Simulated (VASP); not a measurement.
C, 2 atoms in the cell. It takes space group C2/m (No. 12, monoclinic). Conventional cell: a = 4.138 Å, b = 2.389 Å, c = 3.661 Å, α = 90.00°, β = 111.49°, γ = 90.00°. Within 1.8 Å of C (site symmetry m) lie 3 C at 1.38 Å. 

| Item | Value |
| --- | --- |
| Program | VASP 6.6.1 |
| Task | single point |
| Functional | PBEsol |
| Potentials or basis | VASP PAW PBE potentials, release 64 (C) |
| Cutoff | 520 eV |
| k mesh | 14 × 14 × 8 |
| Occupations | fermi-dirac, width 0.05 eV |
| Spin | no spin polarisation |
| Dipole correction | no |
| Further INCAR settings | ALGO = Normal; EDIFF = 1e-07; NBANDS = 11 |

Potentials or basis: VASP PAW PBE potentials, release 64 (C).

Run with:

```sh
$ cat potpaw_PBE.64/C/POTCAR > POTCAR
$ mpirun -np 1 vasp_std > vasp.out
```

Hardware: 1 thread of AMD EPYC 7R13 Processor (Zen 3), on a shared host.

How long does it take, and how much memory?

Run time: 56 s on 1 thread of AMD EPYC 7R13 Processor (Zen 3) (shared host), peak memory 0.14 GiB. Counts: scf iterations 13, k points 429.
